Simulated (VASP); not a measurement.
YZr2O2:

```
Y Zr O
1.0
     4.18270    0.00000    0.00000
    -2.09135    3.62232    0.00000
     0.00000    0.00000    5.23414
Y Zr O
1 2 2
Direct
  0.66667 0.33333 0.50000
  0.33333 0.66667 0.69175
  0.33333 0.66667 0.30825
  0.66667 0.33333 0.00000
  0.33333 0.66667 0.00000
```

The cell was built from a structure type or drawn by symmetry, and may not be a known phase.

```yaml
Program: VASP 6.6.1
Task: relaxation of cell and atoms
Functional: PBE
Potentials_or_basis: VASP PAW PBE potentials, release 64 (Y_sv, Zr_sv, O)
Cutoff: 600 eV
k_mesh: 6 × 6 × 4
Occupations: gaussian, width 0.1 eV
Spin: no spin polarisation
```

At the start: pressure 80.3 GPa; volume 15.86 Å³/atom.

Task: Where does the relaxation end?

Result: Over 52 steps the energy falls by 2011.4 meV/atom and the volume is 20.71 Å³/atom (+30.6 %); space group P-6m2 (No. 187, to 0.1 Å) before and after.

The path:
| step | energy change (eV) | largest force (eV/Å) | pressure (GPa) | volume (Å³) |
| --- | --- | --- | --- | --- |
| 1 | 0.0000 | 4.5047 | 80.34 | 79.30 |
| 3 | -8.1211 | 4.6065 | -2.74 | 123.08 |
| 5 | -8.2359 | 3.5257 | 2.00 | 115.49 |
| 7 | -8.3064 | 4.6720 | 9.62 | 122.07 |
| 9 | -8.8737 | 0.1121 | -0.74 | 133.85 |
| 11 | -8.8769 | 0.0915 | -0.21 | 132.50 |
| 13 | -8.8817 | 0.2225 | -0.08 | 132.06 |
| 15 | -8.8838 | 0.7114 | 0.12 | 131.38 |
| 17 | -8.8845 | 0.7261 | 0.15 | 131.33 |
| 19 | -8.8875 | 0.7857 | 0.12 | 131.17 |
| 21 | -8.9035 | 1.0244 | 0.02 | 130.48 |
| 23 | -9.0198 | 2.1727 | -0.01 | 127.41 |
| 25 | -9.1149 | 4.6797 | 1.64 | 122.54 |
| 27 | -9.1219 | 4.9273 | 1.68 | 122.11 |
| 29 | -9.1208 | 5.0861 | 1.72 | 121.85 |
| 31 | -9.1395 | 5.0020 | 1.57 | 121.82 |
| 33 | -9.2189 | 4.6289 | 0.90 | 121.70 |
| 35 | -9.4611 | 3.2738 | -1.66 | 121.11 |
| 37 | -9.6093 | 1.7036 | -5.24 | 119.95 |
| 39 | -9.7157 | 1.5006 | -4.53 | 117.93 |
| 41 | -9.9978 | 0.7376 | -0.59 | 109.10 |
| 43 | -10.0172 | 0.6089 | 1.28 | 106.00 |
| 45 | -10.0389 | 0.1738 | -0.74 | 106.27 |
| 47 | -10.0497 | 0.1570 | -0.18 | 104.83 |
| 49 | -10.0539 | 0.1198 | 0.43 | 103.27 |
| 51 | -10.0558 | 0.1666 | -0.18 | 103.58 |
| 52 | -10.0568 | 0.0070 | 0.09 | 103.57 |

Final structure:
```
Y Zr O
1.0
     3.76268    0.00000    0.00000
    -1.88134    3.25858    0.00000
     0.00000    0.00000    8.44708
Y Zr O
1 2 2
Direct
  0.66667 0.33333 0.50000
  0.33333 0.66667 0.78366
  0.33333 0.66667 0.21634
  0.66667 0.33333 0.00000
  0.33333 0.66667 0.00000
```

Caveat: the volume moved by over 15 % at a fixed basis, so the end points are rough; an odd number of electrons without spin polarisation forces a metal; a magnetic or distorted state may lie lower.
